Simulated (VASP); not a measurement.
Here is a VASP 6.6.1 calculation.

File INCAR:

```
SYSTEM = LaAg3
  PREC = Accurate
  ENCUT = 500
  EDIFF = 1E-7
  ISMEAR = -1
  SIGMA = 0.1
  LREAL = .False.
  LASPH = .True.
  NELM = 200
  ALGO = Normal
  ISIF = 3
  LWAVE = .False.
  LCHARG = .False.
  GGA = PS
  IBRION = 2
  NSW = 80
  EDIFFG = -0.03
  GGA_COMPAT = .False.
  NELMIN = 4
  LMAXMIX = 6
```

The input KPOINTS:

```
Automatic mesh
0
Gamma
  5 5 5
  0 0 0
```

Contents of POSCAR:

```
LaAg3
1.0
    0.0000000000      3.7100000000      3.7100000000
    3.7100000000      0.0000000000      3.7100000000
    3.7100000000      3.7100000000      0.0000000000
La Ag
1 3
Direct
    0.0000000000      0.0000000000      0.0000000000
    0.5000000000      0.5000000000      0.5000000000
    0.2500000000      0.2500000000      0.2500000000
    0.7500000000      0.7500000000      0.7500000000
```

Potentials or basis: VASP PAW PBE potentials, release 64 (La, Ag).

Launch:

```bash
$ cat potpaw_PBE.64/La/POTCAR potpaw_PBE.64/Ag/POTCAR > POTCAR
$ mpirun -np 1 vasp_std > vasp.out
```

Question: What does it give for the relaxed cell?

Answer: a = 4.978 Å, b = 4.978 Å, c = 4.978 Å, α = 60.00°, β = 60.00°, γ = 60.00°.

Question: What does it give for the relaxed volume?

Answer: 21.81 Å³/atom.

Question: What does it give for the space group after relaxing (to 0.1 Å)?

Answer: Fm-3m (No. 225).

Final structure:
```yaml
crystal:
  lattice:
    - [0.00000, 3.51997, 3.51997]
    - [3.51997, 0.00000, 3.51997]
    - [3.51997, 3.51997, 0.00000]
  atoms:
    - { symbol: La, position: [0.00000, 0.00000, 0.00000] }
    - { symbol: Ag, position: [0.50000, 0.50000, 0.50000] }
    - { symbol: Ag, position: [0.25000, 0.25000, 0.25000] }
    - { symbol: Ag, position: [0.75000, 0.75000, 0.75000] }
```

Caveat: the PAW data sets were made with another functional, which shifts forces and pressure a little.
